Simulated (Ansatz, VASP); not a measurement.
**Cs3Pt in VASP and in Ansatz**

```xyz
4
Lattice="5.7777 0.0000 0.0000 0.0000 5.7777 0.0000 0.0000 0.0000 5.7777" Properties=species:S:1:pos:R:3 pbc="T T T"
Pt    2.8888    2.8888    2.8888
Cs    2.8888    0.0000    0.0000
Cs    0.0000    2.8888    0.0000
Cs    0.0000    0.0000    2.8888
```

Alike in both runs: task single point; functional PBE; k mesh 5 × 5 × 5; occupations fermi-dirac, width 0.05 eV; no spin polarisation.

|  | VASP | Ansatz |
| --- | --- | --- |
| version | VASP 6.6.1 | Ansatz 0.2.0 |
| potentials or method | VASP PAW PBE potentials, release 64 (Pt, Cs_sv) | Ansatz PAW |
| plane-wave cutoff (eV) | 520 | 420 |
| valence electrons in the cell | 37 | 45 |

```tsv
	VASP	Ansatz	Ansatz less VASP
gap on the k mesh at the Fermi level (eV)	none	none	-
pressure (GPa)	-0.2	-0.2	-0.03
```

A gap of «none» marks a metal or a gap that the smearing closes. The functional is the same, so the differences come from potentials, cutoffs and numerics. VASP's potentials hold 37 valence electrons a cell and Ansatz's 45, so a difference there can come from the potentials and not from the codes.

Neither program's run includes spin-orbit coupling.
